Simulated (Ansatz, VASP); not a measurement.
# GaB8 in VASP and in Ansatz

```
CELL_PARAMETERS angstrom
2.97724 -4.72675 0.00000
2.97724 4.72675 0.00000
0.00000 0.00000 3.39311
ATOMIC_POSITIONS crystal
Ga 0.50000 0.50000 0.00000
B 0.14056 0.14056 0.50000
B 0.85944 0.85944 0.50000
B 0.26755 0.73245 0.50000
B 0.73245 0.26755 0.50000
B 0.07913 0.40691 0.50000
B 0.92087 0.59309 0.50000
B 0.40691 0.07913 0.50000
B 0.59309 0.92087 0.50000
```

Alike in both runs: functional PBE; k mesh 4 × 4 × 6; occupations gaussian, width 0.1 eV; no spin polarisation.

Ansatz relaxed the structure, and its values are those at the end. VASP's run is a single point on that final structure, the one shown.

|  | VASP | Ansatz |
| --- | --- | --- |
| version | VASP 6.6.1 | Ansatz 0.2.0 |
| potentials or method | VASP PAW PBE potentials, release 64 (Ga_d, B), cutoff 520 eV | scalar-relativistic, plane waves, PAW |
| valence electrons in the cell | 37 | 37 |

VASP gave:

| Quantity | Value |
| --- | --- |
| gap on the k mesh at the Fermi level (eV) | none |
| pressure (GPa) | 0.0 |
| rms of the force components (eV/Å) | 0.008 |

Q: Which values does Ansatz return?

A: gap on the k mesh at the Fermi level (eV): none; pressure (GPa): 0.0; rms of the force components (eV/Å): 0.010.

A gap of «none» marks a metal or a gap that the smearing closes.
